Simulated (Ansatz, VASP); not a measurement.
**AgI in VASP and in Ansatz**

POSCAR

```
AgI
1.0
    4.5558023790      0.0000000000      0.0000000000
   -2.2779011895      3.9454405949      0.0000000000
    0.0000000000      0.0000000000      7.4445765231
Ag I
2 2
Direct
    0.6666666667      0.3333333333      0.6275238171
    0.3333333333      0.6666666667      0.1275238171
    0.6666666667      0.3333333333      0.0024761829
    0.3333333333      0.6666666667      0.5024761829
```

The input INCAR.step1:

```
  PREC = Accurate
  ENCUT = 550
  ISMEAR = 0
  SIGMA = 0.01
  LREAL = False
  LASPH = True
  NELM = 120
  NBANDS = 26
  GGA = PE
  ALGO = Normal
  EDIFF = 1E-5
  LWAVE = True
  LCHARG = False
  GGA_COMPAT = False
```

The input INCAR.step2:

```
  PREC = Accurate
  ENCUT = 550
  EDIFF = 1E-6
  ISMEAR = 0
  SIGMA = 0.01
  LREAL = False
  LASPH = True
  NELM = 120
  ALGO = Normal
  ISIF = 2
  LWAVE = False
  LCHARG = False
  METAGGA = R2SCAN
  LMIXTAU = True
  NBANDS = 26
  ISTART = 1
  GGA_COMPAT = False
```

Contents of KPOINTS:

```
Automatic mesh
0
Gamma
  6 6 4
```

Input for Ansatz:

```yaml
crystal:
  lattice:
    - [4.555802379, 0.0, 0.0]
    - [-2.2779011895, 3.9454405949, 0.0]
    - [0.0, 0.0, 7.4445765231]
  atoms:
    - { symbol: Ag, position: [0.6666666667, 0.3333333333, 0.6275238171] }
    - { symbol: Ag, position: [0.3333333333, 0.6666666667, 0.1275238171] }
    - { symbol: I, position: [0.6666666667, 0.3333333333, 0.0024761829] }
    - { symbol: I, position: [0.3333333333, 0.6666666667, 0.5024761829] }
kpoints:
  mp_grid: { grid: [6, 6, 4] }
hamiltonian:
  xc: r2scan
scf:
  occupations: { method: fixed }
  n_extra_bands: 5
output:
  forces: true
  stress: true
  eigenvalues: true
```

Alike in both runs: task single point; functional r2SCAN; k mesh 6 × 6 × 4; no spin polarisation.

|  | VASP | Ansatz |
| --- | --- | --- |
| version | VASP 6.6.1 | Ansatz 0.2.0 |
| potentials or method | VASP PAW PBE potentials, release 64 (Ag, I) | plane waves, PAW |
| plane-wave cutoff (eV) | 550 | 500 |
| occupations | gaussian, width 0.01 eV | fixed |
| valence electrons in the cell | 36 | 72 |

Ansatz gave:

```
gap on the k mesh at the Fermi level (eV) : 1.87
pressure (GPa)                            : 2.1
```

Q: Estimate VASP's values.

A: gap on the k mesh at the Fermi level (eV): 1.83; pressure (GPa): 2.0.

VASP's potentials were made for PBE, not for r2SCAN. VASP's potentials hold 36 valence electrons a cell and Ansatz's 72, so a difference there can come from the potentials and not from the codes.

Neither program's run includes spin-orbit coupling.
